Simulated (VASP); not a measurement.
Sc: single point with PBEsol

The system is Sc.

```
Sc
1.0
     0.00000    2.28248    2.28248
     2.28248    0.00000    2.28248
     2.28248    2.28248    0.00000
Sc
1
Direct
  0.00000 0.00000 0.00000
```

```
Program             : VASP 6.6.1
Task                : single point
Functional          : PBEsol
Potentials or basis : VASP PAW PBE potentials, release 64 (Sc_sv)
Cutoff              : 520 eV
k mesh              : 12 × 12 × 12
Occupations         : fermi-dirac, width 0.136057 eV
Spin                : no spin polarisation
```

```
Pressure : 0.0 GPa
```

Levels at points of the mesh, in eV from the Fermi level:
```csv
k point,band 1,band 2,band 3,band 4,band 5,band 6,band 7,band 8,band 9,band 10
"(0.00, 0.00, 0.00)",-49.13,-27.61,-27.61,-27.61,-5.27,1.62,1.62,1.62,3.07,3.07
"(0.50, 0.00, 0.00)",-49.06,-28.06,-27.67,-27.67,-1.82,0.30,1.50,1.50,4.02,4.02
"(0.50, 0.50, 0.00)",-49.03,-28.03,-27.77,-27.77,-1.61,-0.69,2.04,4.02,4.27,4.27
```

Run time: 13 s on 1 thread of AMD EPYC 7R13 Processor (Zen 3), on a shared host, peak memory 0.12 GiB.

Caveat: the PAW data sets were made with another functional, which shifts forces and pressure a little.
